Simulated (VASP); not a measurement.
Wanted: the native input for a VASP 6.6.1 run.

| Quantity | Value |
| --- | --- |
| Task | single point |
| Functional | PBEsol |
| Potentials or basis | VASP PAW PBE potentials, release 64 (B_h, N_h) |
| Cutoff | 910 eV |
| k mesh | 9 × 9 × 6 |
| Occupations | gaussian, width 0.02 eV |
| Spin | no spin polarisation |
| Dipole correction | no |
| Second run | hard_potentials |
| Further INCAR settings | ALGO = Normal; EDIFF = 1e-06; NBANDS = 16 |

The structure of BN (sol2) lies in POSCAR:

```
BN
1.0
    2.5024521521      0.0000000000      0.0000000000
   -1.2512260761      2.1671871355      0.0000000000
    0.0000000000      0.0000000000      4.2124704523
B N
2 2
Direct
    0.3333333333      0.6666666667      0.0000745351
    0.6666666667      0.3333333333      0.5000745351
    0.3333333333      0.6666666667      0.3739254649
    0.6666666667      0.3333333333      0.8739254649
```

This cell differs from its parent crystal: strained cell.

One way to write it, as run:

INCAR

```
  ALGO = Normal
  EDIFF = 1E-6
  ENCUT = 910
  GGA = PS
  GGA_COMPAT = F
  ISIF = 2
  ISMEAR = 0
  LASPH = T
  LCHARG = F
  LREAL = F
  LWAVE = F
  NBANDS = 16
  NELM = 120
  PREC = Accurate
  SIGMA = 0.02
```

KPOINTS

```
k-points
0
Gamma
  9 9 6
```

Potentials or basis: VASP PAW PBE potentials, release 64 (B_h, N_h).

Launch:

```console
$ cat potpaw_PBE.64/B_h/POTCAR potpaw_PBE.64/N_h/POTCAR > POTCAR
$ mpirun -np 1 vasp_std > vasp.out
```

Results of the run:

- Pressure: 11.4 GPa
- Largest force: 0.004 eV/Å
- Band gap on the k mesh: 4.79 eV, indirect (least direct gap 8.16 eV)

Caveat: the cell differs from its parent crystal (strained cell); the cutoff is under 1.25 times the usual one of these potentials, so pressure, stress and relaxed cells hold a basis-set (Pulay) error; the PAW data sets were made with another functional, which shifts forces and pressure a little.

Wall time 27 s on 1 thread of Intel(R) Xeon(R) 6975P-C (Granite Rapids) (shared host), peak memory 0.18 GiB.
